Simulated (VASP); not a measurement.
# ZrTa3N4 (Pm-3m) in VASP: further runs

ZrTa3N4 is run at these levels: PBE; tasks: single point, relaxation of cell and atoms.

Everything below comes from runs of VASP 6.6.1. Logs are shortened: lines on timing, memory, paths and dates and some standing lists are left out, and cuts for length are marked.

## 1. The cell of the first run

The structure is cubic, space group Pm-3m (No. 221). The conventional cell has a = 4.464 Å, b = 4.464 Å, c = 4.464 Å, α = 90.00°, β = 90.00°, γ = 90.00°. Within 3.0 Å of Zr (site symmetry m-3m) lie 6 N at 2.23 Å. Ta (site symmetry 4/mmm) has 6 N at 2.23 Å within 3.0 Å. Within 3.0 Å of N (site symmetry 4/mmm) lie 2 Zr at 2.23 Å and 4 Ta at 2.23 Å. Within 3.0 Å of N (site symmetry m-3m) lie 6 Ta at 2.23 Å.

## 2. Single point, PBE

File INCAR:

```
SYSTEM = ZrTa3N4
PREC = Accurate
ENCUT = 520
EDIFF = 1E-6
ISMEAR = 0
SIGMA = 0.15
LREAL = .FALSE.
LASPH = .TRUE.
NELM = 60
ALGO = Normal
ISIF = 2
LWAVE = .FALSE.
LCHARG = .FALSE.
GGA = PE
NBANDS = 42
```

File KPOINTS:

```
regular mesh
0
G
  3 3 3
  0 0 0
```

File POSCAR:

```
ZrTa3N4
1.0
    4.4635286589      0.0000000000      0.0000000000
    0.0000000000      4.4635286589      0.0000000000
    0.0000000000      0.0000000000      4.4635286589
Zr Ta N
1 3 4
Direct
    0.0000000000      0.0000000000      0.0000000000
    0.0000000000      0.5000000000      0.5000000000
    0.5000000000      0.0000000000      0.5000000000
    0.5000000000      0.5000000000      0.0000000000
    0.5000000000      0.0000000000      0.0000000000
    0.0000000000      0.5000000000      0.0000000000
    0.0000000000      0.0000000000      0.5000000000
    0.5000000000      0.5000000000      0.5000000000
```

Potentials or basis: VASP PAW PBE potentials, release 64 (Zr_sv, Ta_pv, N).

Run with:

```
$ cat potpaw_PBE.64/Zr_sv/POTCAR potpaw_PBE.64/Ta_pv/POTCAR potpaw_PBE.64/N/POTCAR > POTCAR
$ mpirun -np 1 vasp_std > vasp.out
```

OUTCAR:

```text
SYSTEM = ZrTa3N4
   PREC = Accurate
   ENCUT = 520
   EDIFF = 1E-6
   ISMEAR = 0
   LREAL = .FALSE.
   LASPH = .TRUE.
   NELM = 60
   ISIF = 2
   GGA = PE

 ion  position               nearest neighbor table
   1  0.000  0.000  0.000-   5 2.23   6 2.23   7 2.23   7 2.23   6 2.23   5 2.23   2 3.16   3 3.16
                             2 3.16   2 3.16   4 3.16   3 3.16   2 3.16   3 3.16   4 3.16   4 3.16
   2  0.000  0.500  0.500-   6 2.23   7 2.23   8 2.23   6 2.23   7 2.23   8 2.23   1 3.16   4 3.16
                             1 3.16   1 3.16   3 3.16   3 3.16   1 3.16   3 3.16   4 3.16   4 3.16
   3  0.500  0.000  0.500-   5 2.23   7 2.23   8 2.23   5 2.23   8 2.23   7 2.23   1 3.16   4 3.16
                             1 3.16   2 3.16   4 3.16   2 3.16   4 3.16   1 3.16   2 3.16   4 3.16
   4  0.500  0.500  0.000-   5 2.23   6 2.23   8 2.23   8 2.23   5 2.23   6 2.23   2 3.16   3 3.16
                             1 3.16   1 3.16   3 3.16   2 3.16   3 3.16   1 3.16   2 3.16   3 3.16
   5  0.500  0.000  0.000-   1 2.23   3 2.23   4 2.23   3 2.23   4 2.23   1 2.23
   6  0.000  0.500  0.000-   1 2.23   2 2.23   4 2.23   2 2.23   1 2.23   4 2.23
   7  0.000  0.000  0.500-   1 2.23   2 2.23   3 2.23   1 2.23   2 2.23   3 2.23
   8  0.500  0.500  0.500-   2 2.23   3 2.23   4 2.23   4 2.23   3 2.23   2 2.23

  LATTYP: Found a simple cubic cell.
 ALAT       =     4.4635286589

  Lattice vectors:

 A1 = (   4.4635286589,   0.0000000000,   0.0000000000)
 A2 = (   0.0000000000,   4.4635286589,   0.0000000000)
 A3 = (   0.0000000000,   0.0000000000,   4.4635286589)

Analysis of symmetry for initial positions (statically):
=====================================================================
 Subroutine PRICEL returns:
 Original cell was already a primitive cell.

 Routine SETGRP: Setting up the symmetry group for a
 simple cubic supercell.

 Subroutine GETGRP returns: Found 48 space group operations
 (whereof 48 operations were pure point group operations)
 out of a pool of 48 trial point group operations.

The static configuration has the point symmetry O_h .

Analysis of symmetry for dynamics (positions and initial velocities):
=====================================================================
 Subroutine PRICEL returns:
 Original cell was already a primitive cell.

 Routine SETGRP: Setting up the symmetry group for a
 simple cubic supercell.

 Subroutine GETGRP returns: Found 48 space group operations
 (whereof 48 operations were pure point group operations)
 out of a pool of 48 trial point group operations.

The dynamic configuration has the point symmetry O_h .

 Subroutine INISYM returns: Found 48 space group operations
 (whereof 48 operations are pure point group operations),
 and found     1 'primitive' translations

----------------------------------------------------------------------------------------

                                     Primitive cell

  volume of cell :      88.9273

  direct lattice vectors                    reciprocal lattice vectors
     4.463528659  0.000000000  0.000000000     0.224037992  0.000000000  0.000000000
     0.000000000  4.463528659  0.000000000     0.000000000  0.224037992  0.000000000
     0.000000000  0.000000000  4.463528659     0.000000000  0.000000000  0.224037992

  length of vectors
     4.463528659  4.463528659  4.463528659     0.224037992  0.224037992  0.224037992

  position of ions in fractional coordinates (direct lattice)
     0.000000000  0.000000000  0.000000000
     0.000000000  0.500000000  0.500000000
     0.500000000  0.000000000  0.500000000
     0.500000000  0.500000000  0.000000000
     0.500000000  0.000000000  0.000000000
     0.000000000  0.500000000  0.000000000
     0.000000000  0.000000000  0.500000000
     0.500000000  0.500000000  0.500000000

  ion indices of the primitive-cell ions
   primitive index   ion index
                 1           1
                 2           2
                 3           3
                 4           4
                 5           5
                 6           6
                 7           7
                 8           8

----------------------------------------------------------------------------------------

 KPOINTS: regular mesh

Automatic generation of k-mesh.
 Grid dimensions read from file:
 generate k-points for:    3    3    3

 Generating k-lattice:

  Cartesian coordinates                     Fractional coordinates (reciprocal lattice)
     0.074679331  0.000000000  0.000000000     0.333333333  0.000000000  0.000000000
     0.000000000  0.074679331  0.000000000     0.000000000  0.333333333  0.000000000
     0.000000000  0.000000000  0.074679331     0.000000000  0.000000000  0.333333333

  Length of vectors
     0.074679331  0.074679331  0.074679331

  Shift w.r.t. Gamma in fractional coordinates (k-lattice)
     0.000000000  0.000000000  0.000000000

 Subroutine IBZKPT returns following result:
 ===========================================

 Found      4 irreducible k-points:

 Following reciprocal coordinates:
            Coordinates               Weight
  0.000000  0.000000  0.000000      1.000000
  0.333333  0.000000  0.000000      6.000000
  0.333333  0.333333  0.000000     12.000000
  0.333333  0.333333  0.333333      8.000000
   k-points           NKPTS =      4   k-points in BZ     NKDIM =      4   number of bands    NBANDS=     42
   number of dos      NEDOS =    301   number of ions     NIONS =      8
   total plane-waves  NPLWV =  46656
   dimension x,y,z NGX =    36 NGY =   36 NGZ =   36
   dimension x,y,z NGXF=    72 NGYF=   72 NGZF=   72
   ions per type =               1   3   4
   NGX,Y,Z   is equivalent  to a cutoff of  13.41, 13.41, 13.41 a.u.
   NGXF,Y,Z  is equivalent  to a cutoff of  26.82, 26.82, 26.82 a.u.
 SYSTEM =  ZrTa3N4
   PREC   = accura    normal or accurate (medium, high low for compatibility)
   ISTART =      0    job   : 0-new  1-cont  2-samecut
   ICHARG =      2    charge: 1-file 2-atom 10-const
   ISPIN  =      1    spin polarized calculation?
   LNONCOLLINEAR =      F non collinear calculations
   LSORBIT =      F    spin-orbit coupling
   LASPH  =      T    aspherical Exc in radial PAW
   ENCUT  =  520.0 eV  38.22 Ry    6.18 a.u.   8.30  8.30  8.30*2*pi/ulx,y,z
   NELM   =     60;   NELMIN=  2; NELMDL= -5     # of ELM steps
   EDIFF  = 0.1E-05   stopping-criterion for ELM
   LREAL  =      F    real-space projection
   EDIFFG = 0.1E-04   stopping-criterion for IOM
   NSW    =      0    number of steps for IOM
   IBRION =     -1    ionic relax: 0-MD 1-quasi-New 2-CG
   NFREE  =      0    steps in history (QN), initial steepest desc. (CG)
   ISIF   =      2    stress and relaxation
   ISYM   =      2    0-nonsym 1-usesym 2-fastsym
   POTIM  = 0.5000    time-step for ionic-motion
   TEBEG  =    0.0;   TEEND  =   0.0 temperature during run
   PSTRESS=    0.0 pullay stress
   NELECT =      65.0000    total number of electrons
   NUPDOWN=      -1.0000    fix difference up-down
   EMIN   =  10.00;   EMAX   =-10.00  energy-range for DOS
   EFERMI =   0.00;   METHOD = LEGACY
   ISMEAR =     0;   SIGMA  =   0.15  broadening in eV -4-tet -1-fermi 0-gaus
   EFERMI_NEDOS =   21; number of points for ismear=-14 and -15
   IALGO  =     38    algorithm
   IMIX   =      4    mixing-type and parameters
     AMIX     =   0.40;   BMIX     =  1.00
     AMIX_MAG =   1.60;   BMIX_MAG =  1.00
  volume/ion in A,a.u.               =      11.12        75.01
  Fermi-wavevector in a.u.,A,eV,Ry     =   1.474691  2.786761 29.588764  2.174713
  Thomas-Fermi vector in A             =   2.589431
   LORBIT       =      0    0 simple, 1 ext, 2 COOP (PROOUT), +10 PAW based schemes
   GGA     = PE    functional components
   LHFCALC =     F    Hartree Fock is set to
   AEXX    =    0.0000 exact exchange contribution
   IVDW    =     0    specifies the selected vdW correction
   LEPSILON=     F    determine dielectric tensor
   LRPA    =     F    only Hartree local field effects (RPA)
 non-spin polarized calculation
 Gauss-broadening in eV      SIGMA  =   0.15
  energy-cutoff  :      520.00
  volume of cell :       88.93
 maximum number of plane-waves:      2396
 NGX is ok and might be reduce to    36
   NGX = 17   NGY = 17   NGZ = 17

 number of electron      65.0000002 magnetization

 Free energy of the ion-electron system (eV)
  ---------------------------------------------------
  ext. energy  EPLUGINS =         0.00000000
  ---------------------------------------------------
  free energy    TOTEN  =       -85.09878126 eV

  energy without entropy =      -84.99108311  energy(sigma->0) =      -85.04493219

 E-fermi :   9.7957     XC(G=0): -13.1274

 val. band max:        9.7573881430   @ k =   0.3333   0.3333   0.3333
 cond. band min:       9.8151647068   @ k =   0.3333   0.3333   0.3333
 fundamental gap:      0.0577765638
 Fermi energy:         9.7957018322

 k-point     1 :       0.0000    0.0000    0.0000
  band No.  band energies     occupation
      1     -39.5171      2.00000
      2     -26.2096      2.00000
      3     -26.2096      2.00000
      4     -26.2096      2.00000
      5     -25.9297      2.00000
      6     -25.9297      2.00000
[... 34 lines left out ...]
     41      12.5915      0.00000
     42      13.4540      0.00000

 k-point     2 :       0.3333    0.0000    0.0000
  band No.  band energies     occupation
      1     -39.5168      2.00000
      2     -26.1523      2.00000
      3     -26.1523      2.00000
      4     -26.1146      2.00000
      5     -25.9528      2.00000
      6     -25.9528      2.00000
[... 34 lines left out ...]
     41      13.2102      0.00000
     42      13.2763      0.00000

 k-point     3 :       0.3333    0.3333    0.0000
  band No.  band energies     occupation
      1     -39.5160      2.00000
      2     -26.2091      2.00000
      3     -26.1164      2.00000
      4     -26.0865      2.00000
      5     -26.0230      2.00000
      6     -25.9564      2.00000
[... 34 lines left out ...]
     41      12.9236      0.00000
     42      12.9413      0.00000

 k-point     4 :       0.3333    0.3333    0.3333
  band No.  band energies     occupation
      1     -39.5149      2.00000
      2     -26.3301      2.00000
      3     -26.1479      2.00000
      4     -26.1479      2.00000
      5     -26.1370      2.00000
      6     -25.8690      2.00000
[... 34 lines left out ...]
     41      12.9429      0.00000
     42      15.0003      0.00000

------------------------ aborting loop because EDIFF is reached ----------------------------------------

  FORCE on cell =-STRESS in cart. coord.  units (eV):
  Direction    XX          YY          ZZ          XY          YZ          ZX
  --------------------------------------------------------------------------------------
  -------------------------------------------------------------------------------------
  Total        0.3157570      0.3157570      0.3157570      0.0000000     -0.0000000      0.0000000
  in kB        5.6889040      5.6889040      5.6889040      0.0000000     -0.0000000      0.0000000
  external PRESSURE =       5.6889040 kB  Pullay stress =       0.0000000 kB

 VOLUME and BASIS-vectors are now :
 -----------------------------------------------------------------------------
  energy-cutoff  :      520.00
  volume of cell :       88.93
      direct lattice vectors                 reciprocal lattice vectors
     4.463528659  0.000000000  0.000000000     0.224037992  0.000000000  0.000000000
     0.000000000  4.463528659  0.000000000     0.000000000  0.224037992  0.000000000
     0.000000000  0.000000000  4.463528659     0.000000000  0.000000000  0.224037992

 POSITION                                       TOTAL-FORCE (eV/Angst)
 -----------------------------------------------------------------------------------
      0.00000      0.00000      0.00000         0.000000      0.000000      0.000000
      0.00000      2.23176      2.23176         0.000000      0.000000      0.000000
      2.23176      0.00000      2.23176         0.000000      0.000000      0.000000
      2.23176      2.23176      0.00000         0.000000      0.000000      0.000000
      2.23176      0.00000      0.00000         0.000000      0.000000      0.000000
      0.00000      2.23176      0.00000         0.000000      0.000000      0.000000
      0.00000      0.00000      2.23176         0.000000      0.000000      0.000000
      2.23176      2.23176      2.23176         0.000000      0.000000      0.000000
 -----------------------------------------------------------------------------------
    total drift:                                0.000000      0.000000      0.000000

  FREE ENERGIE OF THE ION-ELECTRON SYSTEM (eV)
  ---------------------------------------------------
  free  energy   TOTEN  =       -85.0987812588 eV

  energy  without entropy=      -84.9910831119  energy(sigma->0) =      -85.04493219
```

Run time: 33 s. Hardware: 1 thread of Intel Xeon Platinum 8259CL at 2.50GHz (Skylake/Cascade Lake), shared host; peak memory 0.2 GiB.

What came out:

```yaml
Free_energy: -85.0988 eV
Pressure: 0.6 GPa
```

Caveat: the k points lie up to 0.47 Å⁻¹ apart; spin-orbit coupling is left out, which moves the levels of the heavy elements.

## 3. Relaxation of cell and atoms, PBE

This run uses another cell than the first one, of 14.77 Å³/atom, 1.329 times its volume.

File INCAR:

```
PREC = Accurate ; ENCUT = 600
EDIFF = 1E-7 ; ISMEAR = 0
SIGMA = 0.15 ; LREAL = F
LASPH = T ; NELM = 100
ALGO = Normal ; ISIF = 3
LWAVE = F ; LCHARG = F
GGA = PE ; IBRION = 2
NSW = 36 ; EDIFFG = -0.08
```

File KPOINTS:

```
regular mesh
0
Gamma
  3 3 3
```

POSCAR: that of step 2 with these lines changed.

```diff
@@ -2,5 +2,5 @@
 1.0
-    4.4635286589      0.0000000000      0.0000000000
-    0.0000000000      4.4635286589      0.0000000000
-    0.0000000000      0.0000000000      4.4635286589
+    4.9073225500      0.0000000000      0.0000000000
+    0.0000000000      4.9073225500      0.0000000000
+    0.0000000000      0.0000000000      4.9073225500
 Zr Ta N
```

Potentials or basis: VASP PAW PBE potentials, release 64 (Zr_sv, Ta_pv, N).

Run with:

```
$ cat potpaw_PBE.64/Zr_sv/POTCAR potpaw_PBE.64/Ta_pv/POTCAR potpaw_PBE.64/N/POTCAR > POTCAR
$ mpirun -np 1 vasp_std > vasp.out
```

Run time: 3.4 min. Hardware: 1 thread of Intel Xeon Platinum 8259CL at 2.50GHz (Skylake/Cascade Lake), shared host; peak memory 0.26 GiB.

The run converged. Its results:

```
Free energy                            : -85.1474 eV
Relaxed volume                         : 11.13 Å³/atom
Relaxed cell                           : a = 4.466 Å, b = 4.466 Å, c = 4.466 Å, α = 90.00°, β = 90.00°, γ = 90.00°
Space group after relaxing (to 0.05 Å) : Pm-3m (No. 221)
Energy gained by relaxing              : 675.3 meV/atom
Ionic steps                            : 5
Pressure after relaxing                : 0.1 GPa
```

Step by step:
```tsv
step	energy change (eV)	largest force (eV/Å)	pressure (GPa)	volume (Å³)
1	0.0000	0.0000	-45.43	118.18
2	12.8016	0.0000	285.00	60.04
3	-5.3209	0.0000	-8.95	91.90
4	-5.3879	0.0000	-3.87	90.24
5	-5.4022	0.0000	0.09	89.05
```

Final structure:
```xyz
8
Lattice="4.4656 0.0000 0.0000 0.0000 4.4656 0.0000 0.0000 0.0000 4.4656" Properties=species:S:1:pos:R:3 pbc="T T T"
Zr    0.0000    0.0000    0.0000
Ta    0.0000    2.2328    2.2328
Ta    2.2328    0.0000    2.2328
Ta    2.2328    2.2328    0.0000
N     2.2328    0.0000    0.0000
N     0.0000    2.2328    0.0000
N     0.0000    0.0000    2.2328
N     2.2328    2.2328    2.2328
```

Levels at points of the mesh, in eV from the Fermi level:
| k point | band 31 | band 32 | band 33 | band 34 | band 35 | band 36 |
| --- | --- | --- | --- | --- | --- | --- |
| (0.00, 0.00, 0.00) | -3.16 | -3.16 | -1.37 | -1.37 | -1.37 | 0.64 |

Caveat: the k points lie up to 0.47 Å⁻¹ apart in the final cell; the volume moved by over 15 % at a fixed basis, so the end points are rough; spin-orbit coupling is left out, which moves the levels of the heavy elements.
